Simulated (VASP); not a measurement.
**W: single point with LDA**

W:

```xyz
1
Lattice="0.0000 2.0300 2.0300 2.0300 0.0000 2.0300 2.0300 2.0300 0.0000" Properties=species:S:1:pos:R:3 pbc="T T T"
W     0.0000    0.0000    0.0000
```

```yaml
Program: VASP 6.6.1
Task: single point
Functional: LDA
Potentials_or_basis: VASP PAW LDA potentials, release 64 (W_sv)
Cutoff: 520 eV
k_mesh: 12 × 12 × 12
Occupations: fermi-dirac, width 0.08 eV
Spin: collinear spin, ferromagnetic start
Starting_moments: "[0.3] μB"
Fixed_moment: 0.3 μB
```

```
Pressure                                              : -16.6 GPa
Net moment                                            : 0.30 μB per cell
Site moments                                          : W +0.24 μB
Valence electrons inside the program's atomic spheres : W 12.02
```

It took 21 s on 1 thread of Intel(R) Xeon(R) Platinum 8488C (Sapphire Rapids), with other jobs on the host, peak memory 0.16 GiB.

Caveat: the total moment is fixed, so each spin has its own Fermi level.
